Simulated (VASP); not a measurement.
# TaH3 (P6_3/m) in VASP: a series of runs

Runs on TaH3. Level: PBE. Tasks: single point, relaxation of cell and atoms.

Program: VASP 6.6.1. These are calculated values, not measurements. Logs are shortened: lines on timing, memory, paths and dates and some standing lists are left out, and cuts for length are marked.

## (1) The cell of the first run

It takes space group P6_3/m (No. 176, hexagonal). The conventional cell has a = 4.957 Å, b = 4.957 Å, c = 2.868 Å, α = 90.00°, β = 90.00°, γ = 120.00°. Within 2.6 Å of Ta (site symmetry -6) lie 9 H at 1.97 to 1.99 Å. Within 2.6 Å of H (site symmetry m) lie 3 Ta at 1.97 to 1.99 Å and 8 H at 2.19 to 2.40 Å.

## (2) Single point, PBE

INCAR

```
PREC = Accurate
ENCUT = 520
EDIFF = 1E-7
ISMEAR = 0
SIGMA = 0.1
LREAL = F
LASPH = T
NELM = 60
ALGO = Normal
ISIF = 2
LWAVE = F
LCHARG = T
GGA = PE
LELF = T
LVHAR = T
NBANDS = 24
```

KPOINTS

```
regular mesh
0
Gamma
  6 6 12
```

POSCAR

```
TaH3
1.0
    4.9566393947      0.0000000000      0.0000000000
   -2.4783196974      4.2925756332      0.0000000000
    0.0000000000      0.0000000000      2.8680226800
Ta H
2 6
Direct
    0.6666666667      0.3333333333      0.7500000000
    0.3333333333      0.6666666667      0.2500000000
    0.3672147215      0.2877660133      0.2500000000
    0.7122339867      0.0794487082      0.2500000000
    0.9205512918      0.6327852785      0.2500000000
    0.0794487082      0.3672147215      0.7500000000
    0.6327852785      0.7122339867      0.7500000000
    0.2877660133      0.9205512918      0.7500000000
```

Potentials or basis: VASP PAW PBE potentials, release 64 (Ta_pv, H).

Launch:

```bash
cat potpaw_PBE.64/Ta_pv/POTCAR potpaw_PBE.64/H/POTCAR > POTCAR
mpirun -np 1 vasp_std > vasp.out
```

OUTCAR:

```text
PREC = Accurate
   ENCUT = 520
   EDIFF = 1E-7
   ISMEAR = 0
   LREAL = F
   LASPH = T
   NELM = 60
   ISIF = 2
   GGA = PE

 ion  position               nearest neighbor table
   1  0.667  0.333  0.750-   6 1.97   8 1.97   7 1.97   4 1.99   4 1.99   5 1.99   5 1.99   3 1.99
                             3 1.99   2 3.20   2 3.20   2 3.20   2 3.20   2 3.20   2 3.20
   2  0.333  0.667  0.250-   5 1.97   4 1.97   3 1.97   8 1.99   8 1.99   6 1.99   6 1.99   7 1.99
                             7 1.99   1 3.20   1 3.20   1 3.20   1 3.20   1 3.20   1 3.20
   3  0.367  0.288  0.250-   2 1.97   1 1.99   1 1.99
   4  0.712  0.079  0.250-   2 1.97   1 1.99   1 1.99
   5  0.921  0.633  0.250-   2 1.97   1 1.99   1 1.99
   6  0.079  0.367  0.750-   1 1.97   2 1.99   2 1.99
   7  0.633  0.712  0.750-   1 1.97   2 1.99   2 1.99
   8  0.288  0.921  0.750-   1 1.97   2 1.99   2 1.99

  LATTYP: Found a hexagonal cell.
 ALAT       =     4.9566393947
 C/A-ratio  =     0.5786224197

  Lattice vectors:

 A1 = (   4.9566393947,   0.0000000000,   0.0000000000)
 A2 = (  -2.4783196974,   4.2925756332,   0.0000000000)
 A3 = (   0.0000000000,   0.0000000000,   2.8680226800)

Analysis of symmetry for initial positions (statically):
=====================================================================
 Subroutine PRICEL returns:
 Original cell was already a primitive cell.

 Routine SETGRP: Setting up the symmetry group for a
 hexagonal supercell.

 Subroutine GETGRP returns: Found 12 space group operations
 (whereof  6 operations were pure point group operations)
 out of a pool of 24 trial point group operations.

The static configuration has the point symmetry S_6 .
 The point group associated with its full space group is C_6h.

Analysis of symmetry for dynamics (positions and initial velocities):
=====================================================================
 Subroutine PRICEL returns:
 Original cell was already a primitive cell.

 Routine SETGRP: Setting up the symmetry group for a
 hexagonal supercell.

 Subroutine GETGRP returns: Found 12 space group operations
 (whereof  6 operations were pure point group operations)
 out of a pool of 24 trial point group operations.

The dynamic configuration has the point symmetry S_6 .
 The point group associated with its full space group is C_6h.

 Subroutine INISYM returns: Found 12 space group operations
[... 108 lines left out ...]
   NELM   =     60;   NELMIN=  2; NELMDL= -5     # of ELM steps
   EDIFF  = 0.1E-06   stopping-criterion for ELM
   LREAL  =      F    real-space projection
   EDIFFG = 0.1E-05   stopping-criterion for IOM
   NSW    =      0    number of steps for IOM
   IBRION =     -1    ionic relax: 0-MD 1-quasi-New 2-CG
   NFREE  =      0    steps in history (QN), initial steepest desc. (CG)
   ISIF   =      2    stress and relaxation
   ISYM   =      2    0-nonsym 1-usesym 2-fastsym
   POTIM  = 0.5000    time-step for ionic-motion
   TEBEG  =    0.0;   TEEND  =   0.0 temperature during run
   PSTRESS=    0.0 pullay stress
   NELECT =      28.0000    total number of electrons
   NUPDOWN=      -1.0000    fix difference up-down
   EMIN   =  10.00;   EMAX   =-10.00  energy-range for DOS
   EFERMI =   0.00;   METHOD = LEGACY
   ISMEAR =     0;   SIGMA  =   0.10  broadening in eV -4-tet -1-fermi 0-gaus
   EFERMI_NEDOS =   21; number of points for ismear=-14 and -15
   IALGO  =     38    algorithm
   IMIX   =      4    mixing-type and parameters
     AMIX     =   0.40;   BMIX     =  1.00
     AMIX_MAG =   1.60;   BMIX_MAG =  1.00
  volume/ion in A,a.u.               =       7.63        51.47
  Fermi-wavevector in a.u.,A,eV,Ry     =   1.262694  2.386146 21.693087  1.594397
  Thomas-Fermi vector in A             =   2.396089
   LORBIT       =      0    0 simple, 1 ext, 2 COOP (PROOUT), +10 PAW based schemes
   GGA     = PE    functional components
   LHFCALC =     F    Hartree Fock is set to
   AEXX    =    0.0000 exact exchange contribution
   IVDW    =     0    specifies the selected vdW correction
   LEPSILON=     F    determine dielectric tensor
   LRPA    =     F    only Hartree local field effects (RPA)
 non-spin polarized calculation
 Gauss-broadening in eV      SIGMA  =   0.10
  energy-cutoff  :      520.00
  volume of cell :       61.02
 maximum number of plane-waves:      1661
 NGX is ok and might be reduce to    40
   NGX = 19   NGY = 19   NGZ = 11

 number of electron      27.9999998 magnetization

 Free energy of the ion-electron system (eV)
  ---------------------------------------------------
  ext. energy  EPLUGINS =         0.00000000
  ---------------------------------------------------
  free energy    TOTEN  =       -44.14120639 eV

  energy without entropy =      -44.13201505  energy(sigma->0) =      -44.13661072

 E-fermi :   4.3859     XC(G=0): -11.0413

 val. band max:        4.3786356613   @ k =   0.3333   0.1667   0.4167
 cond. band min:       4.3997448714   @ k =   0.5000   0.0000   0.5000
 fundamental gap:      0.0211092101
 Fermi energy:         4.3858815404

 k-point     1 :       0.0000    0.0000    0.0000
  band No.  band energies     occupation
      1     -31.0293      2.00000
      2     -31.0293      2.00000
      3     -30.7186      2.00000
      4     -30.7186      2.00000
      5     -30.4746      2.00000
      6     -30.3671      2.00000
[... 637 lines left out ...]
     23      13.0938      0.00000
     24      13.2495      0.00000

 [... further k-points ...]
[... 5 lines left out ...]
  --------------------------------------------------------------------------------------
  -------------------------------------------------------------------------------------
  Total        0.0183177      0.0183177      0.0455842     -0.0000001      0.0000000      0.0000000
  in kB        0.4809424      0.4809424      1.1968422     -0.0000016      0.0000000      0.0000000
  external PRESSURE =       0.7195757 kB  Pullay stress =       0.0000000 kB

 VOLUME and BASIS-vectors are now :
 -----------------------------------------------------------------------------
  energy-cutoff  :      520.00
  volume of cell :       61.02
      direct lattice vectors                 reciprocal lattice vectors
     4.956639395  0.000000000  0.000000000     0.201749597  0.116480184  0.000000000
    -2.478319697  4.292575633  0.000000000     0.000000000  0.232960368  0.000000000
     0.000000000  0.000000000  2.868022680     0.000000000  0.000000000  0.348672278

 POSITION                                       TOTAL-FORCE (eV/Angst)
 -----------------------------------------------------------------------------------
      2.47832      1.43086      2.15102         0.000000      0.000000     -0.000000
     -0.00000      2.86172      0.71701         0.000000      0.000000      0.000000
      1.10697      1.23526      0.71701        -0.007015     -0.006207     -0.000000
      3.33339      0.34104      0.71701         0.008883     -0.002971      0.000000
      2.99460      2.71628      0.71701        -0.001868      0.009178      0.000000
     -0.51628      1.57630      2.15102         0.001868     -0.009178     -0.000000
      1.37134      3.05732      2.15102         0.007015      0.006207     -0.000000
     -0.85507      3.95154      2.15102        -0.008883      0.002971     -0.000000
 -----------------------------------------------------------------------------------
    total drift:                                0.000000     -0.000000      0.000000

  FREE ENERGIE OF THE ION-ELECTRON SYSTEM (eV)
  ---------------------------------------------------
  free  energy   TOTEN  =       -44.1412063895 eV

  energy  without entropy=      -44.1320150456  energy(sigma->0) =      -44.13661072
```

OSZICAR:

```text
N       E                     dE             d eps       ncg     rms          rms(c)
DAV:   1     0.196880467707E+03    0.19688E+03   -0.15014E+04  2712   0.114E+03
DAV:   2    -0.394553832662E+02   -0.23634E+03   -0.22844E+03  3128   0.328E+02
DAV:   3    -0.467690031098E+02   -0.73136E+01   -0.72116E+01  3504   0.554E+01
DAV:   4    -0.468334350812E+02   -0.64432E-01   -0.64404E-01  2968   0.544E+00
DAV:   5    -0.468340571045E+02   -0.62202E-03   -0.62198E-03  3296   0.502E-01    0.270E+01
DAV:   6    -0.445616334316E+02    0.22724E+01   -0.26702E+00  3136   0.119E+01    0.119E+01
DAV:   7    -0.441652417813E+02    0.39639E+00   -0.11417E+00  3240   0.691E+00    0.175E+00
DAV:   8    -0.441402769855E+02    0.24965E-01   -0.99966E-02  2952   0.204E+00    0.445E-01
DAV:   9    -0.441406920254E+02   -0.41504E-03   -0.63340E-03  2816   0.536E-01    0.152E-01
DAV:  10    -0.441411895465E+02   -0.49752E-03   -0.84751E-04  2936   0.172E-01    0.818E-02
DAV:  11    -0.441411965555E+02   -0.70090E-05   -0.11190E-04  3176   0.654E-02    0.222E-02
DAV:  12    -0.441412064129E+02   -0.98574E-05   -0.34498E-05  2984   0.406E-02    0.929E-03
DAV:  13    -0.441412062561E+02    0.15686E-06   -0.18009E-06  2984   0.103E-02    0.182E-03
DAV:  14    -0.441412063652E+02   -0.10914E-06   -0.44531E-07  2936   0.346E-03    0.145E-03
DAV:  15    -0.441412063895E+02   -0.24231E-07   -0.55740E-08  2240   0.156E-03
   1 F= -.44141206E+02 E0= -.44136611E+02  d E =-.919134E-02
```

stdout:

```text
POSCAR found type information on POSCAR TaH
 POSCAR found :  2 types and       8 ions
 scaLAPACK will be used
 LDA part: xc-table for (Slater+PW92), standard interpolation
 POSCAR, INCAR and KPOINTS ok, starting setup
 FFT: planning ... GRIDC
 FFT: planning ... GRID_SOFT
 FFT: planning ... GRID
 WAVECAR not read
 entering main loop
```

Wall time 81 s (1 thread of Intel Xeon Platinum 8259CL at 2.50GHz (Skylake/Cascade Lake), shared host); peak memory 0.22 GiB.

Results:

* Free energy: -44.1412 eV
* Pressure: 0.1 GPa
* Largest force: 0.009 eV/Å
* Band gap on the k mesh: zero (band 14 reaches 5.64 eV, above the bottom of band 15 at 3.16 eV)

Forces on the atoms (eV/Å):
```
Ta   0.000  0.000  0.000
Ta   0.000  0.000  0.000
H   -0.007 -0.006  0.000
H    0.009 -0.003  0.000
H   -0.002  0.009  0.000
H    0.002 -0.009  0.000
H    0.007  0.006  0.000
H   -0.009  0.003  0.000
```

Caveat: spin-orbit coupling is left out, which moves the levels of the heavy elements.

## (3) Relaxation of cell and atoms, PBE

This run uses another cell than the first one, of 7.65 Å³/atom, 1.003 times its volume.

INCAR

```
PREC = Accurate
ENCUT = 600
EDIFF = 1E-6
ISMEAR = 0
SIGMA = 0.1
LREAL = False
LASPH = True
NELM = 100
ALGO = Normal
ISIF = 3
LWAVE = False
LCHARG = False
GGA = PE
IBRION = 2
NSW = 80
EDIFFG = -0.001
```

KPOINTS is that of step 2.

POSCAR

```
TaH3
1.0
    4.9665735284      0.0000000000      0.0000000000
   -2.4832867642      4.3011788453      0.0000000000
    0.0000000000      0.0000000000      2.8665526183
Ta H
2 6
Direct
    0.6666666667      0.3333333333      0.7500000000
    0.3333333333      0.6666666667      0.2500000000
    0.3690704461      0.2887275474      0.2500000000
    0.7112724526      0.0803428987      0.2500000000
    0.9196571013      0.6309295539      0.2500000000
    0.0803428987      0.3690704461      0.7500000000
    0.6309295539      0.7112724526      0.7500000000
    0.2887275474      0.9196571013      0.7500000000
```

Potentials or basis: VASP PAW PBE potentials, release 64 (Ta_pv, H).

Launch:

```bash
cat potpaw_PBE.64/Ta_pv/POTCAR potpaw_PBE.64/H/POTCAR > POTCAR
mpirun -np 1 vasp_std > vasp.out
```

It took 5.3 min on 1 thread of Intel Xeon Platinum 8259CL at 2.50GHz (Skylake/Cascade Lake), shared host; peak memory 0.24 GiB.

Results (log left out):

| Property | Result |
| --- | --- |
| Free energy | -44.1457 eV |
| Relaxed volume | 7.64 Å³/atom |
| Relaxed cell | a = 4.959 Å, b = 4.959 Å, c = 2.869 Å, α = 90.00°, β = 90.00°, γ = 120.00° |
| Space group after relaxing (to 0.05 Å) | P6_3/m (No. 176) |
| Energy gained by relaxing | 0.1 meV/atom |
| Ionic steps | 16 |
| Pressure after relaxing | 0.0 GPa |
| Band gap on the k mesh | zero (band 14 reaches 5.63 eV, above the bottom of band 15 at 3.15 eV) |

Step by step:
```
step  energy change (eV)  largest force (eV/Å)  pressure (GPa)  volume (Å³)
   1              0.0000                0.0393            0.16        61.24
   2             -0.0005                0.0235           -0.16        61.30
   3             -0.0006                0.0155           -0.31        61.34
   4             -0.0009                0.0133           -0.08        61.22
   5             -0.0009                0.0139            0.04        61.16
   6             -0.0009                0.0144            0.05        61.14
   7             -0.0010                0.0101            0.04        61.13
   8             -0.0011                0.0032           -0.02        61.11
   9             -0.0011                0.0025           -0.02        61.10
  10             -0.0011                0.0008            0.05        61.06
  11             -0.0011                0.0011            0.05        61.07
  12             -0.0011                0.0019            0.04        61.09
  13             -0.0011                0.0008           -0.02        61.10
  14             -0.0011                0.0009           -0.03        61.10
  15             -0.0011                0.0010           -0.03        61.09
  16             -0.0011                0.0004           -0.02        61.09
```

Final structure:
```yaml
crystal:
  lattice:
    - [4.95867, 0.00000, 0.00000]
    - [-2.47934, 4.29434, 0.00000]
    - [0.00000, 0.00000, 2.86885]
  atoms:
    - { symbol: Ta, position: [0.66667, 0.33333, 0.75000] }
    - { symbol: Ta, position: [0.33333, 0.66667, 0.25000] }
    - { symbol: H, position: [0.36697, 0.28762, 0.25000] }
    - { symbol: H, position: [0.71238, 0.07935, 0.25000] }
    - { symbol: H, position: [0.92065, 0.63303, 0.25000] }
    - { symbol: H, position: [0.07935, 0.36697, 0.75000] }
    - { symbol: H, position: [0.63303, 0.71238, 0.75000] }
    - { symbol: H, position: [0.28762, 0.92065, 0.75000] }
```

Levels at points of the mesh, in eV from the Fermi level:
| k point | band 11 | band 12 | band 13 | band 14 | band 15 | band 16 | band 17 | band 18 |
| --- | --- | --- | --- | --- | --- | --- | --- | --- |
| (0.00, 0.00, 0.00) | -5.04 | -5.04 | -2.18 | 1.14 | 1.14 | 1.83 | 1.83 | 3.05 |
| (0.50, 0.00, 0.00) | -4.80 | -4.49 | -2.30 | -1.08 | 0.86 | 1.30 | 1.85 | 2.56 |
| (0.00, 0.00, 0.50) | -6.65 | -6.65 | 1.25 | 1.25 | 1.25 | 1.25 | 3.84 | 3.84 |
| (0.50, 0.00, 0.50) | -5.47 | -5.47 | -0.96 | -0.96 | 0.01 | 0.01 | 2.69 | 2.69 |

Caveat: spin-orbit coupling is left out, which moves the levels of the heavy elements.
